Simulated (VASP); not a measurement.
# MgTl2GaC6N6 (Fm-3m) in VASP: a series of runs, part 2 of 2

VASP 6.6.1.

### Step 3. Relaxation of cell and atoms, PBE

This run uses another cell than the first one, of 16.93 Å³/atom, 0.812 times its volume.

Input file INCAR:

```
PREC = Accurate
ENCUT = 600
EDIFF = 1E-6
ISMEAR = 0
SIGMA = 0.1
LREAL = Auto
LASPH = True
NELM = 60
ALGO = Normal
ISIF = 3
LWAVE = False
LCHARG = False
GGA = PE
IBRION = 2
NSW = 90
EDIFFG = -0.04
```

Input file KPOINTS:

```
Automatic mesh
0
Gamma
  4 4 4
```

Input file POSCAR:

```
MgTl2GaC6N6
1.0
    0.0000000000      5.1350000000      5.1350000000
    5.1350000000      0.0000000000      5.1350000000
    5.1350000000      5.1350000000      0.0000000000
Mg Tl Ga C N
1 2 1 6 6
Direct
    0.0000000000      0.0000000000      0.0000000000
    0.2500000000      0.2500000000      0.2500000000
    0.7500000000      0.7500000000      0.7500000000
    0.5000000000      0.5000000000      0.5000000000
    0.8072054500      0.1927945500      0.1927945500
    0.1927945500      0.8072054500      0.1927945500
    0.1927945500      0.1927945500      0.8072054500
    0.1927945500      0.8072054500      0.8072054500
    0.8072054500      0.1927945500      0.8072054500
    0.8072054500      0.8072054500      0.1927945500
    0.6932814000      0.3067186000      0.3067186000
    0.3067186000      0.6932814000      0.3067186000
    0.3067186000      0.3067186000      0.6932814000
    0.3067186000      0.6932814000      0.6932814000
    0.6932814000      0.3067186000      0.6932814000
    0.6932814000      0.6932814000      0.3067186000
```

Potentials or basis: VASP PAW PBE potentials, release 64 (Mg, Tl_d, Ga_d, C, N).

Started as:

```
$ cat potpaw_PBE.64/Mg/POTCAR potpaw_PBE.64/Tl_d/POTCAR potpaw_PBE.64/Ga_d/POTCAR potpaw_PBE.64/C/POTCAR potpaw_PBE.64/N/POTCAR > POTCAR
$ mpirun -np 1 vasp_std > vasp.out
```

OUTCAR:

```text
PREC = Accurate
   ENCUT = 600
   EDIFF = 1E-6
   ISMEAR = 0
   LREAL = Auto
   LASPH = True
   NELM = 60
   ISIF = 3
   GGA = PE
   IBRION = 2
   NSW = 90
   EDIFFG = -0.04

 ion  position               nearest neighbor table
   1  0.000  0.000  0.000-   5 1.98   6 1.98   7 1.98   8 1.98   9 1.98  10 1.98
   2  0.250  0.250  0.250-
   3  0.750  0.750  0.750-
   4  0.500  0.500  0.500-  11 1.98  12 1.98  13 1.98  14 1.98  15 1.98  16 1.98
   5  0.807  0.193  0.193-  11 1.17   1 1.98
   6  0.193  0.807  0.193-  12 1.17   1 1.98
   7  0.193  0.193  0.807-  13 1.17   1 1.98
   8  0.193  0.807  0.807-  14 1.17   1 1.98
   9  0.807  0.193  0.807-  15 1.17   1 1.98
  10  0.807  0.807  0.193-  16 1.17   1 1.98
  11  0.693  0.307  0.307-   5 1.17   4 1.98
  12  0.307  0.693  0.307-   6 1.17   4 1.98
  13  0.307  0.307  0.693-   7 1.17   4 1.98
  14  0.307  0.693  0.693-   8 1.17   4 1.98
  15  0.693  0.307  0.693-   9 1.17   4 1.98
  16  0.693  0.693  0.307-  10 1.17   4 1.98

[... 344 lines left out ...]
[... ionic steps 4 to 13 ...]

--------------------------------------- Ionic step       14  -------------------------------------------

 number of electron      94.9999997 magnetization

------------------------ aborting loop because EDIFF is reached ----------------------------------------
[... 95 lines left out ...]
--------------------------------------- Ionic step       16  -------------------------------------------

 number of electron      95.0000000 magnetization

 Free energy of the ion-electron system (eV)
  ---------------------------------------------------
  ext. energy  EPLUGINS =         0.00000000
  ---------------------------------------------------
  free energy    TOTEN  =      -108.99901869 eV

  energy without entropy =     -108.94536929  energy(sigma->0) =     -108.97219399

 E-fermi :   2.9376     XC(G=0):  -7.7816

 val. band max:        2.9316422937   @ k =   0.5000   0.2500   0.0000
 cond. band min:       2.9604134150   @ k =  -0.2500   0.2500   0.0000
 fundamental gap:      0.0287711213
 Fermi energy:         2.9376452353

 k-point     1 :       0.0000    0.0000    0.0000
  band No.  band energies     occupation
      1     -17.4491      2.00000
      2     -17.1695      2.00000
      3     -17.1695      2.00000
      4     -17.1695      2.00000
      5     -17.1352      2.00000
      6     -17.1352      2.00000
[... 512 lines left out ...]
  FREE ENERGIE OF THE ION-ELECTRON SYSTEM (eV)
  ---------------------------------------------------
  free  energy   TOTEN  =      -108.9990186912 eV

  energy  without entropy=     -108.9453692861  energy(sigma->0) =     -108.97219399

 reached required accuracy - stopping structural energy minimisation
```

CONTCAR:

```text
MgTl2GaC6N6
   1.00000000000000
     0.0000000000000000    5.5003358939502585    5.5003358939502585
     5.5003358939502585   -0.0000000000000000    5.5003358939502585
     5.5003358939502585    5.5003358939502585    0.0000000000000000
  Mg              Tl              Ga              C               N
     1     2     1     6     6
Direct
     0.0000000000000000    0.0000000000000000    0.0000000000000000
     0.2500000000000000    0.2500000000000000    0.2500000000000000
     0.7500000000000000    0.7500000000000000    0.7500000000000000
     0.5000000000000000    0.5000000000000000    0.5000000000000000
     0.7922866375085198    0.2077133624914804    0.2077133624914804
     0.2077133624914804    0.7922866375085198    0.2077133624914804
[... 8 lines left out ...]
     0.6855088123464481    0.3144911876535589    0.6855088123464481
     0.6855088123464481    0.6855088123464481    0.3144911876535589

  0.00000000E+00  0.00000000E+00  0.00000000E+00
  0.00000000E+00  0.00000000E+00  0.00000000E+00
  0.00000000E+00  0.00000000E+00  0.00000000E+00
  0.00000000E+00  0.00000000E+00  0.00000000E+00
  0.00000000E+00  0.00000000E+00  0.00000000E+00
  0.00000000E+00  0.00000000E+00  0.00000000E+00
[... 8 lines left out ...]
  0.00000000E+00  0.00000000E+00  0.00000000E+00
  0.00000000E+00  0.00000000E+00  0.00000000E+00
```

It took 42 min on 1 thread of Intel Xeon Platinum 8488C (Sapphire Rapids), shared host; peak memory 0.64 GiB.

Results:

| Item | Value |
| --- | --- |
| Free energy | -108.9990 eV |
| Relaxed volume | 20.80 Å³/atom |
| Relaxed cell | a = 7.779 Å, b = 7.779 Å, c = 7.779 Å, α = 60.00°, β = 60.00°, γ = 60.00° |
| Space group after relaxing (to 0.05 Å) | Fm-3m (No. 225) |
| Energy gained by relaxing | 150.1 meV/atom |
| Ionic steps | 16 |
| Pressure after relaxing | -0.1 GPa |
| Largest force after relaxing | 0.029 eV/Å |

Forces in eV/Å, atoms in the order of the input:
```
Mg   0.000  0.000  0.000
Tl   0.000  0.000  0.000
Tl   0.000  0.000  0.000
Ga   0.000  0.000  0.000
C    0.029  0.000  0.000
C    0.000  0.029  0.000
C    0.000  0.000  0.029
C   -0.029  0.000  0.000
C    0.000 -0.029  0.000
C    0.000  0.000 -0.029
N    0.025  0.000  0.000
N    0.000  0.025  0.000
N    0.000  0.000  0.025
N   -0.025  0.000  0.000
N    0.000 -0.025  0.000
N    0.000  0.000 -0.025
```

The path:
```tsv
step	energy change (eV)	largest force (eV/Å)	pressure (GPa)	volume (Å³)
1	0.0000	1.6917	10.43	270.80
2	-2.1263	0.6627	1.30	316.34
3	-2.2744	0.4070	-1.04	338.77
4	-2.2774	0.4042	-0.80	335.77
5	-2.3649	0.6352	0.15	332.35
6	-2.3833	0.7735	0.92	329.92
7	-2.3980	0.1098	0.27	329.54
8	-2.3984	0.0137	0.36	329.60
9	-2.3989	0.0140	0.32	329.85
10	-2.4000	0.0511	0.18	330.61
11	-2.4004	0.1241	-0.08	332.13
12	-2.4006	0.1001	0.00	331.63
13	-2.4006	0.1378	0.12	332.03
14	-2.4008	0.0571	0.07	331.84
15	-2.4010	0.0489	0.03	332.08
16	-2.4015	0.0286	-0.05	332.81
```

Final structure:
```cif
data_structure
_symmetry_space_group_name_H-M 'P 1'
_symmetry_Int_Tables_number 1
_cell_length_a 7.7786
_cell_length_b 7.7786
_cell_length_c 7.7786
_cell_angle_alpha 60.000
_cell_angle_beta 60.000
_cell_angle_gamma 60.000
_cell_volume 332.81
loop_
_atom_site_label
_atom_site_type_symbol
_atom_site_fract_x
_atom_site_fract_y
_atom_site_fract_z
_atom_site_occupancy
Mg1 Mg 0.00000 0.00000 0.00000 1
Tl1 Tl 0.25000 0.25000 0.25000 1
Tl2 Tl 0.75000 0.75000 0.75000 1
Ga1 Ga 0.50000 0.50000 0.50000 1
C1 C 0.79229 0.20771 0.20771 1
C2 C 0.20771 0.79229 0.20771 1
C3 C 0.20771 0.20771 0.79229 1
C4 C 0.20771 0.79229 0.79229 1
C5 C 0.79229 0.20771 0.79229 1
C6 C 0.79229 0.79229 0.20771 1
N1 N 0.68551 0.31449 0.31449 1
N2 N 0.31449 0.68551 0.31449 1
N3 N 0.31449 0.31449 0.68551 1
N4 N 0.31449 0.68551 0.68551 1
N5 N 0.68551 0.31449 0.68551 1
N6 N 0.68551 0.68551 0.31449 1
```

Caveat: the volume moved by over 15 % at a fixed basis, so the end points are rough; spin-orbit coupling is left out, which moves the levels of the heavy elements.
